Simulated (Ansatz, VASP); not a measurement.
## Hf: VASP beside Ansatz

```
Hf
1.0
     3.31124    0.00000    0.00000
    -1.65562    2.86762    0.00000
     0.00000    0.00000   10.58496
Hf
4
Direct
  0.00000 0.00000 0.00000
  0.00000 0.00000 0.50000
  0.33333 0.66667 0.25000
  0.66667 0.33333 0.75000
```

Alike in both runs: task single point; functional BLYP; k mesh 13 × 13 × 4; occupations fermi-dirac, width 0.1 eV; no spin polarisation.

|  | VASP | Ansatz |
| --- | --- | --- |
| version | VASP 6.6.1 | Ansatz 0.2.0 |
| potentials or method | VASP PAW PBE potentials, release 64 (Hf_pv), cutoff 520 eV | plane waves (420 eV) with PAW, scalar-relativistic |
| valence electrons in the cell | 40 | 104 |

```tsv
	VASP	Ansatz	Ansatz less VASP
pressure (GPa)	-6.7	-6.7	+0.04
traceless stress, the component that is largest in VASP (GPa)	-0.08	-0.05	+0.026
```

VASP's potentials were made for PBE, not for BLYP. VASP's potentials hold 40 valence electrons a cell and Ansatz's 104, so a difference there can come from the potentials and not from the codes.

Spin-orbit coupling is off throughout.
